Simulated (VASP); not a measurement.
A run of VASP 6.6.1 is set up as follows.

INCAR

```
SYSTEM = Al2O3
PREC = Accurate
ENCUT = 520
EDIFF = 1E-8
ISMEAR = 0
SIGMA = 0.01
LREAL = .FALSE.
LASPH = .TRUE.
NELM = 100
ALGO = Normal
ISIF = 2
LWAVE = .FALSE.
LCHARG = .FALSE.
GGA = CA
LEFG = .TRUE.
NBANDS = 35
```

KPOINTS

```
regular mesh
0
G
  6 6 6
  0 0 0
```

Contents of POSCAR:

```
Al2O3
1.0
    2.3645822768      1.3651922140      4.2971869095
   -2.3645822768      1.3651922140      4.2971869095
    0.0000000000     -2.7303844281      4.2971869094
Al O
4 6
Direct
    0.3520241665      0.3520241665      0.3520241665
    0.1479758335      0.1479758335      0.1479758335
    0.6479758335      0.6479758335      0.6479758335
    0.8520241665      0.8520241665      0.8520241665
    0.5558602098      0.9441397902      0.2500000000
    0.2500000000      0.5558602098      0.9441397902
    0.9441397902      0.2500000000      0.5558602098
    0.4441397902      0.0558602098      0.7500000000
    0.7500000000      0.4441397902      0.0558602098
    0.0558602098      0.7500000000      0.4441397902
```

Potentials or basis: VASP PAW LDA potentials, release 64 (Al, O).

Command:

```sh
$ cat potpaw_LDA.64/Al/POTCAR potpaw_LDA.64/O/POTCAR > POTCAR
$ mpirun -np 1 vasp_std > vasp.out
```

Q: What does it give for the largest force?

A: 0.012 eV/Å.

Q: What does it give for the pressure?

A: 0.9 GPa.

Electric field gradients, principal values (V/Å²):
| atom | least | middle | greatest (by size) |
| --- | --- | --- | --- |
| 1 Al | -3.214 | -3.214 | 6.427 |
| 2 Al | -3.214 | -3.214 | 6.427 |
| 3 Al | -3.214 | -3.214 | 6.427 |
| 4 Al | -3.214 | -3.214 | 6.427 |
| 5 O | 8.750 | 26.122 | -34.872 |
| 6 O | 8.750 | 26.122 | -34.872 |
| 7 O | 8.750 | 26.122 | -34.872 |
| 8 O | 8.750 | 26.122 | -34.872 |
| 9 O | 8.750 | 26.122 | -34.872 |
| 10 O | 8.750 | 26.122 | -34.872 |

Caveat: without QUAD_EFG the Cq values of the log hold for a quadrupole moment of 1 mb, not for the nuclei.
